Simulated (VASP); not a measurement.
# MgO (Pmmm) in VASP: single point with PBE

Aim: the single point of MgO with PBE.

All numbers are computed with VASP 6.6.1; they aren't measurements. Logs are shortened: lines on timing, memory, paths and dates and some standing lists are left out, and cuts for length are marked.

**1. The cell of the first run**

The structure is orthorhombic, space group Pmmm (No. 47). The conventional cell has a = 2.821 Å, b = 3.185 Å, c = 7.358 Å, α = 90.00°, β = 90.00°, γ = 90.00°. Within 2.5 Å of Mg (site symmetry mm2) lie 4 O at 1.91 to 1.93 Å. Mg (site symmetry mmm) has 4 O at 1.93 Å within 2.6 Å. O (site symmetry mm2) has 4 Mg at 1.91 to 1.93 Å within 2.5 Å. Within 2.6 Å of O (site symmetry mmm) lie 4 Mg at 1.93 Å.

The cell was built from a structure type or drawn by symmetry, and may not be a known phase.

**2. Single point, PBE**

INCAR reads:

```
PREC = Accurate ; ENCUT = 750
EDIFF = 1E-6 ; ISMEAR = 0
SIGMA = 0.1 ; LREAL = False
LASPH = True ; NELM = 120
ALGO = Normal ; ISIF = 2
LWAVE = False ; LCHARG = False
GGA = PE ; NBANDS = 33
GGA_COMPAT = False
```

KPOINTS reads:

```
Automatic mesh
0
Gamma
  6 6 4
```

POSCAR reads:

```
MgO
1.0
    2.8213732800      0.0000000000      0.0000000000
    0.0000000000      3.1846777400      0.0000000000
    0.0000000000      0.0000000000      7.3582453500
Mg O
3 3
Direct
    0.5000000000      0.5000000000      0.1780484600
    0.5000000000      0.5000000000      0.8219515400
    0.0000000000      0.0000000000      0.5000000000
    0.5000000000      0.0000000000      0.3219515400
    0.0000000000      0.5000000000      0.0000000000
    0.5000000000      0.0000000000      0.6780484600
```

Potentials or basis: VASP PAW PBE potentials, release 64 (Mg_sv, O).

Started as:

```sh
> cat potpaw_PBE.64/Mg_sv/POTCAR potpaw_PBE.64/O/POTCAR > POTCAR
> mpirun -np 1 vasp_std > vasp.out
```

OUTCAR:

```text
PREC = Accurate
   ENCUT = 750
   EDIFF = 1E-6
   ISMEAR = 0
   LREAL = False
   LASPH = True
   NELM = 120
   ISIF = 2
   GGA = PE

 ion  position               nearest neighbor table
   1  0.500  0.500  0.178-   4 1.91   4 1.91   5 1.93   5 1.93
   2  0.500  0.500  0.822-   6 1.91   6 1.91   5 1.93   5 1.93
   3  0.000  0.000  0.500-   4 1.93   6 1.93   4 1.93   6 1.93
   4  0.500  0.000  0.322-   1 1.91   1 1.91   3 1.93   3 1.93
   5  0.000  0.500  0.000-   1 1.93   2 1.93   1 1.93   2 1.93
   6  0.500  0.000  0.678-   2 1.91   2 1.91   3 1.93   3 1.93

  LATTYP: Found a simple orthorhombic cell.
 ALAT       =     2.8213732800
 B/A-ratio  =     1.1287686612
 C/A-ratio  =     2.6080368033

  Lattice vectors:

 A1 = (   2.8213732800,   0.0000000000,   0.0000000000)
 A2 = (   0.0000000000,   3.1846777400,   0.0000000000)
 A3 = (   0.0000000000,   0.0000000000,   7.3582453500)

Analysis of symmetry for initial positions (statically):
=====================================================================
 Subroutine PRICEL returns:
 Original cell was already a primitive cell.

 Routine SETGRP: Setting up the symmetry group for a
 simple orthorhombic supercell.

 Subroutine GETGRP returns: Found  8 space group operations
 (whereof  8 operations were pure point group operations)
 out of a pool of  8 trial point group operations.

The static configuration has the point symmetry D_2h.

Analysis of symmetry for dynamics (positions and initial velocities):
=====================================================================
 Subroutine PRICEL returns:
 Original cell was already a primitive cell.

 Routine SETGRP: Setting up the symmetry group for a
 simple orthorhombic supercell.

 Subroutine GETGRP returns: Found  8 space group operations
 (whereof  8 operations were pure point group operations)
 out of a pool of  8 trial point group operations.

The dynamic configuration has the point symmetry D_2h.

 Subroutine INISYM returns: Found  8 space group operations
 (whereof  8 operations are pure point group operations),
 and found     1 'primitive' translations

----------------------------------------------------------------------------------------

                                     Primitive cell

  volume of cell :      66.1150

  direct lattice vectors                    reciprocal lattice vectors
     2.821373280  0.000000000  0.000000000     0.354437326  0.000000000  0.000000000
     0.000000000  3.184677740  0.000000000     0.000000000  0.314003514  0.000000000
     0.000000000  0.000000000  7.358245350     0.000000000  0.000000000  0.135901965

  length of vectors
     2.821373280  3.184677740  7.358245350     0.354437326  0.314003514  0.135901965

  position of ions in fractional coordinates (direct lattice)
     0.500000000  0.500000000  0.178048460
     0.500000000  0.500000000  0.821951540
     0.000000000  0.000000000  0.500000000
     0.500000000  0.000000000  0.321951540
     0.000000000  0.500000000  0.000000000
     0.500000000  0.000000000  0.678048460

  ion indices of the primitive-cell ions
   primitive index   ion index
                 1           1
                 2           2
                 3           3
                 4           4
                 5           5
                 6           6

----------------------------------------------------------------------------------------

 KPOINTS: Automatic mesh

Automatic generation of k-mesh.
 Grid dimensions read from file:
 generate k-points for:    6    6    4

 Generating k-lattice:

  Cartesian coordinates                     Fractional coordinates (reciprocal lattice)
     0.059072888  0.000000000  0.000000000     0.166666667  0.000000000  0.000000000
     0.000000000  0.052333919  0.000000000     0.000000000  0.166666667  0.000000000
     0.000000000  0.000000000  0.033975491     0.000000000  0.000000000  0.250000000

  Length of vectors
     0.059072888  0.052333919  0.033975491

  Shift w.r.t. Gamma in fractional coordinates (k-lattice)
     0.000000000  0.000000000  0.000000000

 Subroutine IBZKPT returns following result:
 ===========================================

 Found     48 irreducible k-points:

 Following reciprocal coordinates:
            Coordinates               Weight
  0.000000  0.000000  0.000000      1.000000
  0.166667  0.000000  0.000000      2.000000
  0.333333  0.000000  0.000000      2.000000
  0.500000  0.000000  0.000000      1.000000
  0.000000  0.166667  0.000000      2.000000
  0.166667  0.166667  0.000000      4.000000
[... 16 lines left out ...]
  0.333333  0.166667  0.250000      8.000000
  0.500000  0.166667  0.250000      4.000000
 [... further k-points ...]
   k-points           NKPTS =     48   k-points in BZ     NKDIM =     48   number of bands    NBANDS=     33
   number of dos      NEDOS =    301   number of ions     NIONS =      6
   total plane-waves  NPLWV =  54880
   dimension x,y,z NGX =    28 NGY =   28 NGZ =   70
   dimension x,y,z NGXF=    56 NGYF=   56 NGZF=  140
   ions per type =               3   3
   NGX,Y,Z   is equivalent  to a cutoff of  16.50, 14.62, 15.82 a.u.
   NGXF,Y,Z  is equivalent  to a cutoff of  33.00, 29.23, 31.63 a.u.
 SYSTEM =  unknown system
   PREC   = accura    normal or accurate (medium, high low for compatibility)
   ISTART =      0    job   : 0-new  1-cont  2-samecut
   ICHARG =      2    charge: 1-file 2-atom 10-const
   ISPIN  =      1    spin polarized calculation?
   LNONCOLLINEAR =      F non collinear calculations
   LSORBIT =      F    spin-orbit coupling
   LASPH  =      T    aspherical Exc in radial PAW
   ENCUT  =  750.0 eV  55.12 Ry    7.42 a.u.   6.30  7.11 16.43*2*pi/ulx,y,z
   NELM   =    120;   NELMIN=  2; NELMDL= -5     # of ELM steps
   EDIFF  = 0.1E-05   stopping-criterion for ELM
   LREAL  =      F    real-space projection
   EDIFFG = 0.1E-04   stopping-criterion for IOM
   NSW    =      0    number of steps for IOM
   IBRION =     -1    ionic relax: 0-MD 1-quasi-New 2-CG
   NFREE  =      0    steps in history (QN), initial steepest desc. (CG)
   ISIF   =      2    stress and relaxation
   ISYM   =      2    0-nonsym 1-usesym 2-fastsym
   POTIM  = 0.5000    time-step for ionic-motion
   TEBEG  =    0.0;   TEEND  =   0.0 temperature during run
   PSTRESS=    0.0 pullay stress
   NELECT =      48.0000    total number of electrons
   NUPDOWN=      -1.0000    fix difference up-down
   EMIN   =  10.00;   EMAX   =-10.00  energy-range for DOS
   EFERMI =   0.00;   METHOD = LEGACY
   ISMEAR =     0;   SIGMA  =   0.10  broadening in eV -4-tet -1-fermi 0-gaus
   EFERMI_NEDOS =   21; number of points for ismear=-14 and -15
   IALGO  =     38    algorithm
   IMIX   =      4    mixing-type and parameters
     AMIX     =   0.40;   BMIX     =  1.00
     AMIX_MAG =   1.60;   BMIX_MAG =  1.00
  volume/ion in A,a.u.               =      11.02        74.36
  Fermi-wavevector in a.u.,A,eV,Ry     =   1.471370  2.780486 29.455644  2.164929
  Thomas-Fermi vector in A             =   2.586514
   LORBIT       =      0    0 simple, 1 ext, 2 COOP (PROOUT), +10 PAW based schemes
   GGA     = PE    functional components
   LHFCALC =     F    Hartree Fock is set to
   AEXX    =    0.0000 exact exchange contribution
   IVDW    =     0    specifies the selected vdW correction
   LEPSILON=     F    determine dielectric tensor
   LRPA    =     F    only Hartree local field effects (RPA)
 non-spin polarized calculation
 Gauss-broadening in eV      SIGMA  =   0.10
  energy-cutoff  :      750.00
  volume of cell :       66.12
 maximum number of plane-waves:      3102
 NGX is ok and might be reduce to    28
   NGX = 13   NGY = 15   NGZ = 33

 number of electron      47.9999962 magnetization

 Free energy of the ion-electron system (eV)
  ---------------------------------------------------
  ext. energy  EPLUGINS =         0.00000000
  ---------------------------------------------------
  free energy    TOTEN  =       -33.13026641 eV

  energy without entropy =      -33.13026641  energy(sigma->0) =      -33.13026641

 E-fermi :   3.0485     XC(G=0): -10.2893

 val. band max:        2.6233806504   @ k =   0.5000   0.0000   0.0000
 cond. band min:       3.6308873645   @ k =   0.0000   0.0000   0.0000
 fundamental gap:      1.0075067141
 Fermi energy:         3.0484693391

 k-point     1 :       0.0000    0.0000    0.0000
  band No.  band energies     occupation
      1     -70.9451      2.00000
      2     -70.0655      2.00000
      3     -70.0579      2.00000
      4     -37.8851      2.00000
      5     -37.6404      2.00000
      6     -37.5915      2.00000
[... 25 lines left out ...]
     32      16.8866      0.00000
     33      18.1054      0.00000

 k-point     2 :       0.1667    0.0000    0.0000
  band No.  band energies     occupation
      1     -70.9434      2.00000
      2     -70.0640      2.00000
      3     -70.0564      2.00000
      4     -37.8832      2.00000
      5     -37.6359      2.00000
      6     -37.6145      2.00000
[... 25 lines left out ...]
     32      16.6464      0.00000
     33      17.1952      0.00000

 k-point     3 :       0.3333    0.0000    0.0000
  band No.  band energies     occupation
      1     -70.9401      2.00000
      2     -70.0607      2.00000
      3     -70.0533      2.00000
      4     -37.8797      2.00000
      5     -37.6601      2.00000
      6     -37.6266      2.00000
[... 25 lines left out ...]
     32      15.8251      0.00000
     33      16.7406      0.00000

 k-point     4 :       0.5000    0.0000    0.0000
  band No.  band energies     occupation
      1     -70.9384      2.00000
      2     -70.0591      2.00000
      3     -70.0518      2.00000
      4     -37.8778      2.00000
      5     -37.6829      2.00000
      6     -37.6220      2.00000
[... 673 lines left out ...]
     32      15.9480      0.00000
     33      16.7149      0.00000

 k-point    23 :       0.3333    0.1667    0.2500
  band No.  band energies     occupation
      1     -70.9398      2.00000
      2     -70.0604      2.00000
      3     -70.0530      2.00000
      4     -37.8843      2.00000
      5     -37.6595      2.00000
      6     -37.6262      2.00000
[... 25 lines left out ...]
     32      15.5942      0.00000
     33      16.2254      0.00000

 k-point    24 :       0.5000    0.1667    0.2500
  band No.  band energies     occupation
      1     -70.9382      2.00000
      2     -70.0589      2.00000
      3     -70.0515      2.00000
      4     -37.8826      2.00000
      5     -37.6824      2.00000
      6     -37.6215      2.00000
[... 25 lines left out ...]
     32      15.1482      0.00000
     33      15.6110      0.00000

 [... further k-points ...]
[... 5 lines left out ...]
  --------------------------------------------------------------------------------------
  -------------------------------------------------------------------------------------
  Total        9.9062057      4.2605497      9.4226165     -0.0000000      0.0000000      0.0000000
  in kB      240.0587935    103.2466354    228.3398913     -0.0000000      0.0000000      0.0000000
  external PRESSURE =     190.5484401 kB  Pullay stress =       0.0000000 kB

 VOLUME and BASIS-vectors are now :
 -----------------------------------------------------------------------------
  energy-cutoff  :      750.00
  volume of cell :       66.12
      direct lattice vectors                 reciprocal lattice vectors
     2.821373280  0.000000000  0.000000000     0.354437326  0.000000000  0.000000000
     0.000000000  3.184677740  0.000000000     0.000000000  0.314003514  0.000000000
     0.000000000  0.000000000  7.358245350     0.000000000  0.000000000  0.135901965

 POSITION                                       TOTAL-FORCE (eV/Angst)
 -----------------------------------------------------------------------------------
      1.41069      1.59234      1.31012         0.000000      0.000000     -1.028635
      1.41069      1.59234      6.04812         0.000000      0.000000      1.028635
      0.00000      0.00000      3.67912         0.000000      0.000000      0.000000
      1.41069      0.00000      2.36900         0.000000      0.000000      0.151756
      0.00000      1.59234      0.00000         0.000000      0.000000      0.000000
      1.41069      0.00000      4.98925         0.000000      0.000000     -0.151756
 -----------------------------------------------------------------------------------
    total drift:                                0.000000      0.000000      0.000000

  FREE ENERGIE OF THE ION-ELECTRON SYSTEM (eV)
  ---------------------------------------------------
  free  energy   TOTEN  =       -33.1302664062 eV

  energy  without entropy=      -33.1302664061  energy(sigma->0) =      -33.13026641
```

Run time: 3 min. Hardware: 1 thread of Intel Xeon Platinum 8259CL at 2.50GHz (Skylake/Cascade Lake), shared host; peak memory 0.3 GiB.

Results:

```
Free energy            : -33.1303 eV
Pressure               : 19.1 GPa
Largest force          : 1.029 eV/Å
Band gap on the k mesh : 1.01 eV (least direct gap 1.47 eV)
```

Forces in eV/Å, atoms in the order of the input:
```
Mg   0.000  0.000 -1.029
Mg   0.000  0.000  1.029
Mg   0.000  0.000  0.000
O    0.000  0.000  0.152
O    0.000  0.000  0.000
O    0.000  0.000 -0.152
```

Levels at points of the mesh, in eV from the valence-band top:
| k point | band 22 | band 23 | band 24 | band 25 | band 26 | band 27 |
| --- | --- | --- | --- | --- | --- | --- |
| (0.00, 0.00, 0.00) | -1.45 | -0.89 | -0.46 | 1.01 | 5.07 | 5.80 |
| (0.50, 0.00, 0.00) | -2.03 | -1.97 | 0.00 | 4.98 | 7.03 | 7.64 |
| (0.00, 0.50, 0.00) | -1.33 | -1.32 | -0.80 | 4.02 | 7.79 | 8.32 |
| (0.50, 0.50, 0.00) | -2.16 | -1.77 | -1.26 | 2.82 | 5.96 | 7.27 |
| (0.00, 0.00, 0.50) | -1.48 | -0.89 | -0.45 | 1.63 | 3.95 | 6.45 |
| (0.50, 0.00, 0.50) | -2.03 | -1.75 | 0.00 | 4.99 | 6.95 | 7.42 |
| (0.00, 0.50, 0.50) | -1.33 | -1.12 | -0.80 | 4.04 | 7.39 | 7.90 |
| (0.50, 0.50, 0.50) | -2.17 | -1.86 | -1.20 | 3.11 | 5.23 | 7.52 |

Caveat: the cell stands under pressure; forces of over 1 eV/Å act on the atoms, so gaps and moduli don't describe the material at rest.
